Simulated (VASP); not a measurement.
Input of a VASP 6.6.1 run:

The input INCAR:

```
SYSTEM = HfOs3
ALGO = Normal
EDIFF = 1E-6
ENCUT = 520
GGA = PE
ISIF = 2
ISMEAR = -1
LASPH = .TRUE.
LCHARG = .FALSE.
LREAL = .FALSE.
LWAVE = .FALSE.
NBANDS = 25
NELM = 100
PREC = Accurate
SIGMA = 0.1
```

File KPOINTS:

```
k-points
0
G
  7 7 7
  0 0 0
```

File POSCAR:

```
HfOs3
1.0
    3.9735610000      0.0000000000      0.0000000000
    0.0000000000      3.9735610000      0.0000000000
    0.0000000000      0.0000000000      3.9735610000
Hf Os
1 3
Direct
    0.0000000000      0.0000000000      0.0000000000
    0.5000000000      0.5000000000      0.0000000000
    0.5000000000      0.0000000000      0.5000000000
    0.0000000000      0.5000000000      0.5000000000
```

Potentials or basis: VASP PAW PBE potentials, release 64 (Hf_pv, Os).

Command:

```sh
$ cat potpaw_PBE.64/Hf_pv/POTCAR potpaw_PBE.64/Os/POTCAR > POTCAR
$ mpirun -np 1 vasp_std > vasp.out
```

Problem. What does it give for the pressure?

Solution. 0.2 GPa.

Problem. What does it give for the band gap on the k mesh?

Solution. Zero (band 17 reaches 10.40 eV, above the bottom of band 18 at 6.80 eV).

Caveat: spin-orbit coupling is left out, which moves the levels of the heavy elements.
